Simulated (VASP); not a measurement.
Set up this calculation in VASP 6.6.1, as the native input.

```
Task                   : single point
Functional             : PBE
Potentials or basis    : VASP PAW PBE potentials, release 64 (Sn_d)
Cutoff                 : 520 eV
k mesh                 : 11 × 11 × 11
Occupations            : fermi-dirac, width 0.05 eV
Spin                   : no spin polarisation
Dipole correction      : no
Further INCAR settings : ALGO = Normal; EDIFF = 1e-07; NBANDS = 13
```

The structure of Sn lies in POSCAR:

```
Sn
1.0
   -1.7270789193      1.7269948998      2.3508002189
    1.7270789193     -1.7269948998      2.3508002189
    1.7270789193      1.7269948998     -2.3508002189
Sn
1
Direct
    0.0000000000      0.0000000000      0.0000000000
```

One way to write it, as run:

INCAR

```
SYSTEM = Sn
  PREC = Accurate
  ENCUT = 520
  EDIFF = 1E-7
  ISMEAR = -1
  SIGMA = 0.05
  LREAL = .False.
  LASPH = .True.
  NELM = 80
  ALGO = Normal
  ISIF = 2
  LWAVE = .False.
  LCHARG = .False.
  GGA = PE
  NBANDS = 13
```

KPOINTS

```
regular mesh
0
Gamma
  11 11 11
  0 0 0
```

Potentials or basis: VASP PAW PBE potentials, release 64 (Sn_d).

The run is started by

```console
$ cat potpaw_PBE.64/Sn_d/POTCAR > POTCAR
$ mpirun -np 1 vasp_std > vasp.out
```

It gave:

```yaml
Pressure: -0.1 GPa
Band_gap_on_the_k_mesh: zero (band 7 reaches 15.17 eV, above the bottom of band 8 at 5.96 eV)
```

Caveat: spin-orbit coupling is left out, which moves the levels of the heavy elements.

Run time: 40 s on 1 thread of Intel(R) Xeon(R) 6975P-C (Granite Rapids) (shared host), peak memory 0.2 GiB.
